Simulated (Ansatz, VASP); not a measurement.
## ZnSe: VASP beside Ansatz

```
Zn Se
1.0
     0.00000    2.82770    2.82770
     2.82770    0.00000    2.82770
     2.82770    2.82770    0.00000
Zn Se
1 1
Direct
  0.00000 0.00000 0.00000
  0.75000 0.75000 0.75000
```

Alike in both runs: task single point; functional r2SCAN; dispersion rVV10; k mesh 8 × 8 × 8; occupations gaussian, width 0.05 eV; no spin polarisation.

```csv
,VASP,Ansatz
version,VASP 6.6.1,Ansatz 0.2.0
potentials or method,"VASP PAW PBE potentials, release 64 (Zn, Se), cutoff 520 eV","scalar-relativistic, plane waves, PAW"
valence electrons in the cell,18,28
```

|  | VASP | Ansatz | Ansatz less VASP |
| --- | --- | --- | --- |
| gap on the k mesh at the Fermi level (eV) | 1.85 | 1.84 | -0.004 |
| least direct gap on the mesh (eV) | 1.85 | 1.84 | -0.004 |
| pressure (GPa) | -0.3 | -0.5 | -0.25 |

VASP's potentials were made for PBE, not for r2SCAN. VASP's potentials hold 18 valence electrons a cell and Ansatz's 28, so a difference there can come from the potentials and not from the codes.
